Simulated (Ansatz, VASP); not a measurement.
## Ag in VASP and in Ansatz

```
Ag
1.0
     0.00000    2.12482    2.12482
     2.12482    0.00000    2.12482
     2.12482    2.12482    0.00000
Ag
1
Direct
  0.00000 0.00000 0.00000
```

Change from the starting cell: strain +0.040 along x and y, +0.040 along z, atoms carried along.

Alike in both runs: task single point; functional PBE; k mesh 20 × 20 × 20; occupations gaussian, width 0.15 eV; no spin polarisation.

|  | VASP | Ansatz |
| --- | --- | --- |
| version | VASP 6.6.1 | Ansatz 0.2.0 |
| potentials or method | VASP PAW PBE potentials, release 64 (Ag), cutoff 520 eV | scalar-relativistic, plane waves, PAW |
| valence electrons in the cell | 11 | 19 |

Ansatz gave:

| Item | Value |
| --- | --- |
| gap on the k mesh at the Fermi level (eV) | none |
| pressure (GPa) | -5.4 |

Task: What did VASP give for the same quantities?

Result: gap on the k mesh at the Fermi level (eV): none; pressure (GPa): -5.5.

A gap of «none» marks a metal or a gap that the smearing closes. VASP's potentials hold 11 valence electrons a cell and Ansatz's 19, so a difference there can come from the potentials and not from the codes.
